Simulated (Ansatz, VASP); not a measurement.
# BaTiO3 in VASP and in Ansatz

```
CELL_PARAMETERS angstrom
-0.09159 0.02278 -3.96240
3.88088 4.13178 0.06850
3.92317 -4.17407 0.11386
ATOMIC_POSITIONS crystal
Ba 0.99749 0.00015 0.00043
Ba 0.99982 0.49875 0.50109
Ti 0.50075 0.49906 0.99785
Ti 0.50366 0.99877 0.49738
O 0.99896 0.49878 0.99824
O 0.00194 0.99976 0.50212
O 0.49413 0.25153 0.25251
O 0.49937 0.75231 0.74826
O 0.50326 0.25086 0.74969
O 0.50062 0.75003 0.25243
```

Alike in both runs: task single point; functional PBE; k mesh 7 × 5 × 5; occupations fermi-dirac, width 0.05 eV; no spin polarisation.

|  | VASP | Ansatz |
| --- | --- | --- |
| version | VASP 6.6.1 | Ansatz 0.2.0 |
| potentials or method | VASP PAW PBE potentials, release 64 (Ba_sv, Ti_sv, O), cutoff 520 eV | Ansatz PAW |
| valence electrons in the cell | 80 | 80 |

```csv
,VASP,Ansatz,Ansatz less VASP
gap on the k mesh at the Fermi level (eV),1.57,1.62,+0.051
least direct gap on the mesh (eV),1.59,1.62,+0.031
pressure (GPa),4.7,2.9,-1.81
"traceless stress, the component that is largest in VASP (GPa)",-6.90,-6.62,+0.288
rms of the force components (eV/Å),0.099,0.098,-0.0012
```

Atom by atom the forces differ by 0.004 eV/Å (rms over components). With one functional, cell and mesh, what is left measures potentials, basis and numerics.

Neither program's run includes spin-orbit coupling. Noted on Ansatz's run: odd divisions of the mesh miss points on the zone boundary, where band edges often lie, so the gap on the mesh can be too wide.
